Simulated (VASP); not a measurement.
Runs of VASP 6.6.1 on Os. The structure is that of space group Fm-3m (No. 225), or close to it. The cells are those of the table. This isn't the form of Os at room conditions, which is hcp.

| cell | k mesh | gap on the mesh (eV) | pressure (GPa) |
| --- | --- | --- | --- |
| a = 2.767 Å, angles 60.0°, 1 atom | 23 × 23 × 23 | none | 2.4 |
| a = 2.767 Å, angles 60.0°, 1 atom | 16 × 16 × 16 | none | 2.4 |
| a = 2.691 Å, angles 60.0°, 1 atom | 16 × 16 × 16 | none | (a) |
| a = 2.652 Å, angles 60.0°, 1 atom | 16 × 16 × 16 | none | 63.9 |
| a = 2.839 Å, angles 60.0°, 1 atom | 16 × 16 × 16 | none | -19.9 |

Alike in all rows: task single point; level BLYP; potentials or basis VASP PAW PBE potentials, release 64 (Os); no spin polarisation; cutoff (eV) 520; smearing fermi-dirac 0.1 eV.

**Question.** Fill in the values left out.

**Answer.** (a) 38.4.

Caveats: the PAW data sets were made with another functional, which shifts forces and pressure a little; spin-orbit coupling is left out, which moves the levels of the heavy elements; the cell stands under pressure (at least some runs); the cell stands under tension (at least some runs).

A k mesh can miss the band edges, and the runs leave out spin-orbit coupling on Os.

A gap of «none» marks levels without a gap at the run's occupations.
